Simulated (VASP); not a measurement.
# HfB2 (P6/mmm) in VASP: notebook

HfB2 is run at these levels: PBE; tasks: single point.

All numbers are computed with VASP 6.6.1; they aren't measurements. Logs are shortened: lines on timing, memory, paths and dates and some standing lists are left out, and cuts for length are marked.

## Step 1: The cell of the first run

The structure is hexagonal, space group P6/mmm (No. 191). Conventional cell: a = 2.962 Å, b = 2.962 Å, c = 3.289 Å, α = 90.00°, β = 90.00°, γ = 120.00°. Within 3.1 Å of Hf (site symmetry 6/mmm) lie 12 B at 2.37 Å and 6 Hf at 2.96 Å. Within 2.3 Å of B (site symmetry -6m2) lie 3 B at 1.71 Å.

## Step 2: Single point, PBE

INCAR

```
SYSTEM = HfB2
ALGO = Normal
EDIFF = 1E-6
ENCUT = 520
GGA = PE
ISIF = 2
ISMEAR = 0
LASPH = .True.
LCHARG = .True.
LELF = .True.
LREAL = .False.
LVHAR = .True.
LWAVE = .False.
NBANDS = 15
NELM = 80
PREC = Accurate
SIGMA = 0.1
```

KPOINTS

```
k-points
0
Gamma
  6 6 4
  0 0 0
```

POSCAR

```
HfB2
1.0
    2.9616573443      0.0000000000      0.0000000000
   -1.4808286721      2.5648704974      0.0000000000
    0.0000000000      0.0000000000      3.2892739377
Hf B
1 2
Direct
    0.0000000000      0.0000000000      0.0000000000
    0.3333333333      0.6666666667      0.5000000000
    0.6666666667      0.3333333333      0.5000000000
```

Potentials or basis: VASP PAW PBE potentials, release 64 (Hf_pv, B).

Command:

```
cat potpaw_PBE.64/Hf_pv/POTCAR potpaw_PBE.64/B/POTCAR > POTCAR
mpirun -np 1 vasp_std > vasp.out
```

OUTCAR:

```text
SYSTEM = HfB2
   EDIFF = 1E-6
   ENCUT = 520
   GGA = PE
   ISIF = 2
   ISMEAR = 0
   LASPH = .True.
   LREAL = .False.
   NELM = 80
   PREC = Accurate

 ion  position               nearest neighbor table
   1  0.000  0.000  0.000-   2 2.37   3 2.37   2 2.37   3 2.37   2 2.37   2 2.37   3 2.37   3 2.37
                             3 2.37   3 2.37   2 2.37   2 2.37
   2  0.333  0.667  0.500-   3 1.71   3 1.71   3 1.71   1 2.37   1 2.37   1 2.37   1 2.37   1 2.37
                             1 2.37
   3  0.667  0.333  0.500-   2 1.71   2 1.71   2 1.71   1 2.37   1 2.37   1 2.37   1 2.37   1 2.37
                             1 2.37

  LATTYP: Found a hexagonal cell.
 ALAT       =     2.9616573443
 C/A-ratio  =     1.1106193443

  Lattice vectors:

 A1 = (   2.9616573443,   0.0000000000,   0.0000000000)
 A2 = (  -1.4808286721,   2.5648704974,   0.0000000000)
 A3 = (   0.0000000000,   0.0000000000,   3.2892739377)

Analysis of symmetry for initial positions (statically):
=====================================================================
 Subroutine PRICEL returns:
 Original cell was already a primitive cell.

 Routine SETGRP: Setting up the symmetry group for a
 hexagonal supercell.

 Subroutine GETGRP returns: Found 24 space group operations
 (whereof 24 operations were pure point group operations)
 out of a pool of 24 trial point group operations.

The static configuration has the point symmetry D_6h.

Analysis of symmetry for dynamics (positions and initial velocities):
=====================================================================
 Subroutine PRICEL returns:
 Original cell was already a primitive cell.

 Routine SETGRP: Setting up the symmetry group for a
 hexagonal supercell.

 Subroutine GETGRP returns: Found 24 space group operations
 (whereof 24 operations were pure point group operations)
 out of a pool of 24 trial point group operations.

The dynamic configuration has the point symmetry D_6h.

 Subroutine INISYM returns: Found 24 space group operations
 (whereof 24 operations are pure point group operations),
 and found     1 'primitive' translations

----------------------------------------------------------------------------------------

                                     Primitive cell

  volume of cell :      24.9862

  direct lattice vectors                    reciprocal lattice vectors
     2.961657344  0.000000000  0.000000000     0.337648784  0.194941616  0.000000000
[... 94 lines left out ...]
   PSTRESS=    0.0 pullay stress
   NELECT =      16.0000    total number of electrons
   NUPDOWN=      -1.0000    fix difference up-down
   EMIN   =  10.00;   EMAX   =-10.00  energy-range for DOS
   EFERMI =   0.00;   METHOD = LEGACY
   ISMEAR =     0;   SIGMA  =   0.10  broadening in eV -4-tet -1-fermi 0-gaus
   EFERMI_NEDOS =   21; number of points for ismear=-14 and -15
   IALGO  =     38    algorithm
   IMIX   =      4    mixing-type and parameters
     AMIX     =   0.40;   BMIX     =  1.00
     AMIX_MAG =   1.60;   BMIX_MAG =  1.00
  volume/ion in A,a.u.               =       8.33        56.21
  Fermi-wavevector in a.u.,A,eV,Ry     =   1.411068  2.666533 27.090750  1.991114
  Thomas-Fermi vector in A             =   2.532958
   LORBIT       =      0    0 simple, 1 ext, 2 COOP (PROOUT), +10 PAW based schemes
   GGA     = PE    functional components
   LHFCALC =     F    Hartree Fock is set to
   AEXX    =    0.0000 exact exchange contribution
   IVDW    =     0    specifies the selected vdW correction
   LEPSILON=     F    determine dielectric tensor
   LRPA    =     F    only Hartree local field effects (RPA)
 non-spin polarized calculation
 Gauss-broadening in eV      SIGMA  =   0.10
  energy-cutoff  :      520.00
  volume of cell :       24.99
 maximum number of plane-waves:       697
 NGX is ok and might be reduce to    24
   NGX = 11   NGY = 11   NGZ = 13

 number of electron      15.9999999 magnetization

 Free energy of the ion-electron system (eV)
  ---------------------------------------------------
  ext. energy  EPLUGINS =         0.00000000
  ---------------------------------------------------
  free energy    TOTEN  =       -25.51383330 eV

  energy without entropy =      -25.51008826  energy(sigma->0) =      -25.51196078

 E-fermi :   8.6917     XC(G=0): -13.4336

 val. band max:        8.2443256957   @ k =   0.3333   0.1667   0.0000
 cond. band min:       8.7394311328   @ k =   0.3333   0.1667   0.0000
 fundamental gap:      0.4951054371
 Fermi energy:         8.6917375054

 k-point     1 :       0.0000    0.0000    0.0000
  band No.  band energies     occupation
      1     -21.0545      2.00000
      2     -20.2370      2.00000
      3     -20.2370      2.00000
      4      -5.6318      2.00000
      5       5.6103      2.00000
      6       5.8308      2.00000
      7       5.8308      2.00000
      8       6.4315      2.00000
      9      14.0526      0.00000
     10      14.0526      0.00000
     11      14.7439      0.00000
     12      14.7439      0.00000
     13      14.9071      0.00000
     14      14.9071      0.00000
[... 347 lines left out ...]
      2     -21.1234      2.00000
      3     -21.1234      2.00000
      4      -0.8493      2.00000
      5      -0.8493      2.00000
      6       3.3957      2.00000
      7       5.9463      2.00000
      8       5.9463      2.00000
      9      14.8488      0.00000
     10      15.9449      0.00000
     11      17.9405      0.00000
     12      17.9405      0.00000
     13      18.0541      0.00000
     14      18.0541      0.00000
     15      20.1302      0.00000

------------------------ aborting loop because EDIFF is reached ----------------------------------------

  FORCE on cell =-STRESS in cart. coord.  units (eV):
  Direction    XX          YY          ZZ          XY          YZ          ZX
  --------------------------------------------------------------------------------------
  -------------------------------------------------------------------------------------
  Total       10.4230798     10.4230798      8.9323965      0.0000000     -0.0000000     -0.0000000
  in kB      668.3536868    668.3536868    572.7673810      0.0000000     -0.0000000     -0.0000000
  external PRESSURE =     636.4915849 kB  Pullay stress =       0.0000000 kB

 VOLUME and BASIS-vectors are now :
 -----------------------------------------------------------------------------
  energy-cutoff  :      520.00
  volume of cell :       24.99
      direct lattice vectors                 reciprocal lattice vectors
     2.961657344  0.000000000  0.000000000     0.337648784  0.194941616  0.000000000
    -1.480828672  2.564870497  0.000000000     0.000000000  0.389883232  0.000000000
     0.000000000  0.000000000  3.289273938     0.000000000  0.000000000  0.304018461

 POSITION                                       TOTAL-FORCE (eV/Angst)
 -----------------------------------------------------------------------------------
      0.00000      0.00000      0.00000        -0.000000      0.000000      0.000000
     -0.00000      1.70991      1.64464         0.000000     -0.000000      0.000000
      1.48083      0.85496      1.64464        -0.000000      0.000000     -0.000000
 -----------------------------------------------------------------------------------
    total drift:                               -0.000000      0.000000      0.000000

  FREE ENERGIE OF THE ION-ELECTRON SYSTEM (eV)
  ---------------------------------------------------
  free  energy   TOTEN  =       -25.5138332962 eV

  energy  without entropy=      -25.5100882634  energy(sigma->0) =      -25.51196078
```

OSZICAR:

```text
N       E                     dE             d eps       ncg     rms          rms(c)
DAV:   1     0.322703172699E+02    0.32270E+02   -0.79533E+03   630   0.104E+03
DAV:   2    -0.268286101528E+02   -0.59099E+02   -0.55238E+02   854   0.232E+02
DAV:   3    -0.282117872500E+02   -0.13832E+01   -0.13800E+01   798   0.264E+01
DAV:   4    -0.282153015361E+02   -0.35143E-02   -0.35140E-02   756   0.168E+00
DAV:   5    -0.282153155412E+02   -0.14005E-04   -0.14005E-04   812   0.940E-02    0.705E+01
DAV:   6    -0.256696862834E+02    0.25456E+01   -0.30031E+00   742   0.136E+01    0.505E+01
DAV:   7    -0.256023205918E+02    0.67366E-01   -0.10745E+00   805   0.817E+00    0.116E+01
DAV:   8    -0.255145483370E+02    0.87772E-01   -0.24649E-01   742   0.408E+00    0.119E+00
DAV:   9    -0.255138450765E+02    0.70326E-03   -0.13098E-02   700   0.928E-01    0.179E-01
DAV:  10    -0.255138344707E+02    0.10606E-04   -0.21498E-04   812   0.114E-01    0.179E-01
DAV:  11    -0.255138347639E+02   -0.29328E-06   -0.15047E-05   728   0.310E-02    0.684E-02
DAV:  12    -0.255138331063E+02    0.16576E-05   -0.21696E-06   685   0.122E-02    0.161E-02
DAV:  13    -0.255138332962E+02   -0.18986E-06   -0.12463E-07   413   0.295E-03
   1 F= -.25513833E+02 E0= -.25511961E+02  d E =-.374503E-02
```

Run time: 7.7 s. Hardware: 1 thread of AMD EPYC 7R13 (Zen 3), shared host; peak memory 0.11 GiB.

Results:

```yaml
Free_energy: -25.5138 eV
Pressure: 63.6 GPa
Band_gap_on_the_k_mesh: zero (band 8 reaches 9.48 eV, above the bottom of band 9 at 8.74 eV)
```

Stress tensor (GPa, compression positive):
```
66.84  0.00  0.00
 0.00 66.84  0.00
 0.00  0.00 57.28
```

Caveat: the k points lie up to 0.48 Å⁻¹ apart; spin-orbit coupling is left out, which moves the levels of the heavy elements.

(Continued in part 2 of 2.)
